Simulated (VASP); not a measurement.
The system is NaI.

```xyz
2
Lattice="0.0000 3.2297 3.2297 3.2297 0.0000 3.2297 3.2297 3.2297 0.0000" Properties=species:S:1:pos:R:3 pbc="T T T"
Na    0.0000    0.0000    0.0000
I     3.2297    3.2297    3.2297
```

Program: VASP 6.6.1. Alike in all runs: task single point; potentials or basis VASP PAW PBE potentials, release 64 (Na_pv, I); no spin polarisation; cell as given; cutoff (eV) 520; smearing gaussian 0.01 eV.

Problem. Order these runs on this cell by their band gap on the k mesh, lowest first.
A. level PBE; k mesh 6 × 6 × 6
B. level HSE06; k mesh 4 × 4 × 4; grid for exact exchange (PRECFOCK) Normal; share of exact exchange 0.25; screening parameter 0.2079 1/Å
C. level r2SCAN; k mesh 6 × 6 × 6

Solution. A (3.66 eV), C (4.46 eV), B (4.67 eV).

Caveats: some runs use coarse meshes; spin-orbit coupling is left out, which moves the levels of the heavy elements.
